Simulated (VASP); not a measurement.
# TaGe3Ru (Pm-3m) in VASP: notebook

TaGe3Ru is run at these levels: PBE; tasks: single point.

Everything below comes from runs of VASP 6.6.1. Logs are shortened: lines on timing, memory, paths and dates and some standing lists are left out, and cuts for length are marked.

## Step 1: The cell of the first run

It takes space group Pm-3m (No. 221, cubic). Conventional cell: a = 4.420 Å, b = 4.420 Å, c = 4.420 Å, α = 90.00°, β = 90.00°, γ = 90.00°. Ta (site symmetry m-3m) has 6 Ge at 2.21 Å within 2.9 Å. Within 2.9 Å of Ge (site symmetry 4/mmm) lie 2 Ta at 2.21 Å. Ru (site symmetry m-3m) has 12 Ge at 3.13 Å and 8 Ta at 3.83 Å within 4.1 Å.

The cell was generated, and may not be a known phase.

## Step 2: Single point, PBE

INCAR reads:

```
  ALGO = Normal
  EDIFF = 1E-7
  ENCUT = 520
  GGA = PE
  ISIF = 2
  ISMEAR = 0
  LASPH = T
  LCHARG = T
  LELF = T
  LREAL = F
  LVHAR = T
  LWAVE = F
  NBANDS = 42
  NELM = 80
  PREC = Accurate
  SIGMA = 0.1
```

KPOINTS reads:

```
k-points
0
Gamma
  4 4 4
```

POSCAR reads:

```
TaGe3Ru
1.0
    4.4197215800      0.0000000000      0.0000000000
    0.0000000000      4.4197215800      0.0000000000
    0.0000000000      0.0000000000      4.4197215800
Ta Ge Ru
1 3 1
Direct
    0.0000000000      0.0000000000      0.0000000000
    0.5000000000      0.0000000000      0.0000000000
    0.0000000000      0.5000000000      0.0000000000
    0.0000000000      0.0000000000      0.5000000000
    0.5000000000      0.5000000000      0.5000000000
```

Potentials or basis: VASP PAW PBE potentials, release 64 (Ta_pv, Ge_d, Ru_pv).

Run with:

```sh
cat potpaw_PBE.64/Ta_pv/POTCAR potpaw_PBE.64/Ge_d/POTCAR potpaw_PBE.64/Ru_pv/POTCAR > POTCAR
mpirun -np 1 vasp_std > vasp.out
```

OUTCAR:

```text
EDIFF = 1E-7
   ENCUT = 520
   GGA = PE
   ISIF = 2
   ISMEAR = 0
   LASPH = T
   LREAL = F
   NELM = 80
   PREC = Accurate

 ion  position               nearest neighbor table
   1  0.000  0.000  0.000-   2 2.21   3 2.21   4 2.21   4 2.21   3 2.21   2 2.21
   2  0.500  0.000  0.000-   1 2.21   1 2.21   5 3.13   5 3.13   5 3.13   5 3.13
   3  0.000  0.500  0.000-   1 2.21   1 2.21   5 3.13   5 3.13   5 3.13   5 3.13
   4  0.000  0.000  0.500-   1 2.21   1 2.21   5 3.13   5 3.13   5 3.13   5 3.13
   5  0.500  0.500  0.500-   2 3.13   3 3.13   4 3.13   2 3.13   3 3.13   2 3.13   4 3.13   2 3.13
                             3 3.13   4 3.13   3 3.13   4 3.13

  LATTYP: Found a simple cubic cell.
 ALAT       =     4.4197215800

  Lattice vectors:

 A1 = (   4.4197215800,   0.0000000000,   0.0000000000)
 A2 = (   0.0000000000,   4.4197215800,   0.0000000000)
 A3 = (   0.0000000000,   0.0000000000,   4.4197215800)

Analysis of symmetry for initial positions (statically):
=====================================================================
 Subroutine PRICEL returns:
 Original cell was already a primitive cell.

 Routine SETGRP: Setting up the symmetry group for a
 simple cubic supercell.

 Subroutine GETGRP returns: Found 48 space group operations
 (whereof 48 operations were pure point group operations)
 out of a pool of 48 trial point group operations.

The static configuration has the point symmetry O_h .

Analysis of symmetry for dynamics (positions and initial velocities):
=====================================================================
 Subroutine PRICEL returns:
 Original cell was already a primitive cell.

 Routine SETGRP: Setting up the symmetry group for a
 simple cubic supercell.

 Subroutine GETGRP returns: Found 48 space group operations
 (whereof 48 operations were pure point group operations)
 out of a pool of 48 trial point group operations.

The dynamic configuration has the point symmetry O_h .

 Subroutine INISYM returns: Found 48 space group operations
 (whereof 48 operations are pure point group operations),
 and found     1 'primitive' translations

----------------------------------------------------------------------------------------

                                     Primitive cell

  volume of cell :      86.3346

  direct lattice vectors                    reciprocal lattice vectors
     4.419721580  0.000000000  0.000000000     0.226258596  0.000000000  0.000000000
     0.000000000  4.419721580  0.000000000     0.000000000  0.226258596  0.000000000
     0.000000000  0.000000000  4.419721580     0.000000000  0.000000000  0.226258596

  length of vectors
     4.419721580  4.419721580  4.419721580     0.226258596  0.226258596  0.226258596

  position of ions in fractional coordinates (direct lattice)
     0.000000000  0.000000000  0.000000000
     0.500000000  0.000000000  0.000000000
     0.000000000  0.500000000  0.000000000
     0.000000000  0.000000000  0.500000000
     0.500000000  0.500000000  0.500000000

  ion indices of the primitive-cell ions
   primitive index   ion index
                 1           1
                 2           2
                 3           3
                 4           4
                 5           5

----------------------------------------------------------------------------------------

 KPOINTS: k-points

Automatic generation of k-mesh.
 Grid dimensions read from file:
 generate k-points for:    4    4    4

 Generating k-lattice:

  Cartesian coordinates                     Fractional coordinates (reciprocal lattice)
     0.056564649  0.000000000  0.000000000     0.250000000  0.000000000  0.000000000
     0.000000000  0.056564649  0.000000000     0.000000000  0.250000000  0.000000000
     0.000000000  0.000000000  0.056564649     0.000000000  0.000000000  0.250000000

  Length of vectors
     0.056564649  0.056564649  0.056564649

  Shift w.r.t. Gamma in fractional coordinates (k-lattice)
     0.000000000  0.000000000  0.000000000

 Subroutine IBZKPT returns following result:
 ===========================================

 Found     10 irreducible k-points:

 Following reciprocal coordinates:
            Coordinates               Weight
  0.000000  0.000000  0.000000      1.000000
  0.250000  0.000000  0.000000      6.000000
  0.500000  0.000000  0.000000      3.000000
  0.250000  0.250000  0.000000     12.000000
  0.500000  0.250000  0.000000     12.000000
  0.500000  0.500000  0.000000      3.000000
  0.250000  0.250000  0.250000      8.000000
  0.500000  0.250000  0.250000     12.000000
  0.500000  0.500000  0.250000      6.000000
  0.500000  0.500000  0.500000      1.000000
   k-points           NKPTS =     10   k-points in BZ     NKDIM =     10   number of bands    NBANDS=     42
   number of dos      NEDOS =    301   number of ions     NIONS =      5
   total plane-waves  NPLWV =  46656
   dimension x,y,z NGX =    36 NGY =   36 NGZ =   36
   dimension x,y,z NGXF=    72 NGYF=   72 NGZF=   72
   ions per type =               1   3   1
   NGX,Y,Z   is equivalent  to a cutoff of  13.54, 13.54, 13.54 a.u.
   NGXF,Y,Z  is equivalent  to a cutoff of  27.08, 27.08, 27.08 a.u.
 SYSTEM =  unknown system
   PREC   = accura    normal or accurate (medium, high low for compatibility)
   ISTART =      0    job   : 0-new  1-cont  2-samecut
   ICHARG =      2    charge: 1-file 2-atom 10-const
   ISPIN  =      1    spin polarized calculation?
   LNONCOLLINEAR =      F non collinear calculations
   LSORBIT =      F    spin-orbit coupling
   LASPH  =      T    aspherical Exc in radial PAW
   ENCUT  =  520.0 eV  38.22 Ry    6.18 a.u.   8.22  8.22  8.22*2*pi/ulx,y,z
   NELM   =     80;   NELMIN=  2; NELMDL= -5     # of ELM steps
   EDIFF  = 0.1E-06   stopping-criterion for ELM
   LREAL  =      F    real-space projection
   EDIFFG = 0.1E-05   stopping-criterion for IOM
   NSW    =      0    number of steps for IOM
   IBRION =     -1    ionic relax: 0-MD 1-quasi-New 2-CG
   NFREE  =      0    steps in history (QN), initial steepest desc. (CG)
   ISIF   =      2    stress and relaxation
   ISYM   =      2    0-nonsym 1-usesym 2-fastsym
   POTIM  = 0.5000    time-step for ionic-motion
   TEBEG  =    0.0;   TEEND  =   0.0 temperature during run
   PSTRESS=    0.0 pullay stress
   NELECT =      67.0000    total number of electrons
   NUPDOWN=      -1.0000    fix difference up-down
   EMIN   =  10.00;   EMAX   =-10.00  energy-range for DOS
   EFERMI =   0.00;   METHOD = LEGACY
   ISMEAR =     0;   SIGMA  =   0.10  broadening in eV -4-tet -1-fermi 0-gaus
   EFERMI_NEDOS =   21; number of points for ismear=-14 and -15
   IALGO  =     38    algorithm
   IMIX   =      4    mixing-type and parameters
     AMIX     =   0.40;   BMIX     =  1.00
     AMIX_MAG =   1.60;   BMIX_MAG =  1.00
  volume/ion in A,a.u.               =      17.27       116.52
  Fermi-wavevector in a.u.,A,eV,Ry     =   1.504428  2.842957 30.794131  2.263305
  Thomas-Fermi vector in A             =   2.615409
   LORBIT       =      0    0 simple, 1 ext, 2 COOP (PROOUT), +10 PAW based schemes
   GGA     = PE    functional components
   LHFCALC =     F    Hartree Fock is set to
   AEXX    =    0.0000 exact exchange contribution
   IVDW    =     0    specifies the selected vdW correction
   LEPSILON=     F    determine dielectric tensor
   LRPA    =     F    only Hartree local field effects (RPA)
 non-spin polarized calculation
 Gauss-broadening in eV      SIGMA  =   0.10
  energy-cutoff  :      520.00
  volume of cell :       86.33
 maximum number of plane-waves:      2360
 NGX is ok and might be reduce to    36
   NGX = 17   NGY = 17   NGZ = 17

 number of electron      67.0000033 magnetization

 Free energy of the ion-electron system (eV)
  ---------------------------------------------------
  ext. energy  EPLUGINS =         0.00000000
  ---------------------------------------------------
  free energy    TOTEN  =       -24.93083189 eV

  energy without entropy =      -24.88656546  energy(sigma->0) =      -24.90869867

 E-fermi :   7.4167     XC(G=0): -11.8968

 val. band max:        7.3220018110   @ k =   0.5000   0.5000   0.0000
 cond. band min:       7.4543499518   @ k =   0.2500   0.2500   0.2500
 fundamental gap:      0.1323481409
 Fermi energy:         7.4166985746

 k-point     1 :       0.0000    0.0000    0.0000
  band No.  band energies     occupation
      1     -34.3330      2.00000
      2     -34.3330      2.00000
      3     -34.3330      2.00000
      4     -26.4014      2.00000
      5     -26.4014      2.00000
      6     -26.4014      2.00000
[... 34 lines left out ...]
     41      12.1223      0.00000
     42      12.1223      0.00000

 k-point     2 :       0.2500    0.0000    0.0000
  band No.  band energies     occupation
      1     -34.3338      2.00000
      2     -34.3329      2.00000
      3     -34.3329      2.00000
      4     -26.4695      2.00000
      5     -26.4039      2.00000
      6     -26.4039      2.00000
[... 34 lines left out ...]
     41      12.2522      0.00000
     42      12.2522      0.00000

 k-point     3 :       0.5000    0.0000    0.0000
  band No.  band energies     occupation
      1     -34.3346      2.00000
      2     -34.3329      2.00000
      3     -34.3329      2.00000
      4     -26.5359      2.00000
      5     -26.4064      2.00000
      6     -26.4064      2.00000
[... 34 lines left out ...]
     41      12.4587      0.00000
     42      12.4587      0.00000

 k-point     4 :       0.2500    0.2500    0.0000
  band No.  band energies     occupation
      1     -34.3338      2.00000
      2     -34.3337      2.00000
      3     -34.3329      2.00000
      4     -26.4719      2.00000
      5     -26.4718      2.00000
      6     -26.4064      2.00000
[... 214 lines left out ...]
     41      12.2194      0.00000
     42      13.2678      0.00000

 k-point     9 :       0.5000    0.5000    0.2500
  band No.  band energies     occupation
      1     -34.3344      2.00000
      2     -34.3344      2.00000
      3     -34.3335      2.00000
      4     -26.5429      2.00000
      5     -26.5429      2.00000
      6     -26.4791      2.00000
[... 34 lines left out ...]
     41      12.7192      0.00000
     42      13.1596      0.00000

 k-point    10 :       0.5000    0.5000    0.5000
  band No.  band energies     occupation
      1     -34.3343      2.00000
      2     -34.3343      2.00000
      3     -34.3343      2.00000
      4     -26.5452      2.00000
      5     -26.5452      2.00000
      6     -26.5452      2.00000
[... 34 lines left out ...]
     41      12.9256      0.00000
     42      12.9256      0.00000

------------------------ aborting loop because EDIFF is reached ----------------------------------------

  FORCE on cell =-STRESS in cart. coord.  units (eV):
  Direction    XX          YY          ZZ          XY          YZ          ZX
  --------------------------------------------------------------------------------------
  -------------------------------------------------------------------------------------
  Total       22.9064077     22.9064077     22.9064077      0.0000000      0.0000000     -0.0000000
  in kB      425.0919025    425.0919025    425.0919025      0.0000000      0.0000000     -0.0000000
  external PRESSURE =     425.0919025 kB  Pullay stress =       0.0000000 kB

 VOLUME and BASIS-vectors are now :
 -----------------------------------------------------------------------------
  energy-cutoff  :      520.00
  volume of cell :       86.33
      direct lattice vectors                 reciprocal lattice vectors
     4.419721580  0.000000000  0.000000000     0.226258596  0.000000000  0.000000000
     0.000000000  4.419721580  0.000000000     0.000000000  0.226258596  0.000000000
     0.000000000  0.000000000  4.419721580     0.000000000  0.000000000  0.226258596

 POSITION                                       TOTAL-FORCE (eV/Angst)
 -----------------------------------------------------------------------------------
      0.00000      0.00000      0.00000         0.000000      0.000000      0.000000
      2.20986      0.00000      0.00000         0.000000      0.000000      0.000000
      0.00000      2.20986      0.00000         0.000000      0.000000      0.000000
      0.00000      0.00000      2.20986         0.000000      0.000000      0.000000
      2.20986      2.20986      2.20986         0.000000      0.000000      0.000000
 -----------------------------------------------------------------------------------
    total drift:                                0.000000      0.000000     -0.000000

  FREE ENERGIE OF THE ION-ELECTRON SYSTEM (eV)
  ---------------------------------------------------
  free  energy   TOTEN  =       -24.9308318881 eV

  energy  without entropy=      -24.8865654567  energy(sigma->0) =      -24.90869867
```

Wall time 50 s (1 thread of Intel Xeon Platinum 8259CL at 2.50GHz (Skylake/Cascade Lake), shared host); peak memory 0.22 GiB.

Results:

| Item | Value |
| --- | --- |
| Free energy | -24.9308 eV |
| Pressure | 42.5 GPa |
| Band gap on the k mesh | zero (an odd number of electrons rules out a gap without spin polarisation) |

Caveat: the cell stands under pressure; spin-orbit coupling is left out, which moves the levels of the heavy elements.

## Step 3: Single point, PBE

This run uses another cell than the first one, of 23.60 Å³/atom.

INCAR reads:

```
ALGO = Normal
EDIFF = 1E-6
ENCUT = 520
GGA = PE
ISIF = 2
ISMEAR = 0
LASPH = T
LCHARG = T
LELF = T
LREAL = F
LVHAR = T
LWAVE = F
NBANDS = 42
NELM = 60
PREC = Accurate
SIGMA = 0.1
```

KPOINTS is that of step 2.

POSCAR, as its differences from that of step 2:

```diff
@@ -2,5 +2,5 @@
 1.0
-    4.4197215800      0.0000000000      0.0000000000
-    0.0000000000      4.4197215800      0.0000000000
-    0.0000000000      0.0000000000      4.4197215800
+    4.9046261073      0.0000000000      0.0000000000
+    0.0000000000      4.9046261073      0.0000000000
+    0.0000000000      0.0000000000      4.9046261073
 Ta Ge Ru
```

Potentials or basis: VASP PAW PBE potentials, release 64 (Ta_pv, Ge_d, Ru_pv).

Run with:

```sh
cat potpaw_PBE.64/Ta_pv/POTCAR potpaw_PBE.64/Ge_d/POTCAR potpaw_PBE.64/Ru_pv/POTCAR > POTCAR
mpirun -np 1 vasp_std > vasp.out
```

Run time: 64 s. Hardware: 1 thread of Intel Xeon Platinum 8259CL at 2.50GHz (Skylake/Cascade Lake), shared host; peak memory 0.23 GiB.

The run converged. Its results:

* Free energy: -28.1867 eV
* Pressure: 0.1 GPa
* Band gap on the k mesh: zero (an odd number of electrons rules out a gap without spin polarisation)

Levels at points of the mesh, in eV from the Fermi level:
| k point | band 30 | band 31 | band 32 | band 33 | band 34 | band 35 | band 36 | band 37 |
| --- | --- | --- | --- | --- | --- | --- | --- | --- |
| (0.00, 0.00, 0.00) | -0.71 | -0.48 | -0.48 | 0.51 | 0.51 | 0.51 | 0.77 | 1.63 |
| (0.50, 0.00, 0.00) | -1.38 | -1.15 | -0.41 | -0.15 | 0.15 | 0.49 | 0.49 | 2.04 |
| (0.50, 0.50, 0.00) | -0.26 | -0.24 | -0.16 | -0.08 | 0.02 | 0.02 | 0.34 | 0.34 |
| (0.50, 0.50, 0.50) | -2.51 | -0.16 | -0.16 | -0.10 | -0.10 | -0.10 | 0.29 | 3.10 |

Caveat: spin-orbit coupling is left out, which moves the levels of the heavy elements.

The gap in the log of VASP goes by the Fermi energy; the results here count the filled bands.